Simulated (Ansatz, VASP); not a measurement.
## B4Ru: VASP beside Ansatz

```
CELL_PARAMETERS angstrom
3.79415 0.00000 0.00000
0.00000 3.79415 0.00000
0.00000 0.00000 3.79415
ATOMIC_POSITIONS crystal
B 0.00000 0.00000 0.00000
B 0.50000 0.00000 0.00000
B 0.00000 0.50000 0.00000
B 0.00000 0.00000 0.50000
Ru 0.50000 0.50000 0.50000
```

Alike in both runs: task relaxation of cell and atoms; functional PBE; k mesh 4 × 4 × 4; occupations gaussian, width 0.1 eV; no spin polarisation.

```csv
,VASP,Ansatz
version,VASP 6.6.1,Ansatz 0.2.0
potentials or method,"VASP PAW PBE potentials, release 64 (B, Ru_pv), cutoff 600 eV","scalar-relativistic, plane waves, PAW"
valence electrons in the cell,26,28
```

VASP gave:

| Quantity | Value |
| --- | --- |
| gap on the k mesh at the Fermi level, each at its own relaxed structure (eV) | none |
| relaxed volume (Å³/atom) | 8.32 |
| relaxed cell length with the largest relative difference (Å) | 3.465 |

Estimate Ansatz's values.

gap on the k mesh at the Fermi level, each at its own relaxed structure (eV): none; relaxed volume (Å³/atom): 8.34; relaxed cell length with the largest relative difference (Å): 3.468.

A gap of «none» marks a metal or a gap that the smearing closes. VASP's potentials hold 26 valence electrons a cell and Ansatz's 28, so a difference there can come from the potentials and not from the codes.

The k mesh is coarse, so the values compare programs but aren't converged. Noted on VASP's run: the volume moved by over 15 % at a fixed basis, so the end points are rough.
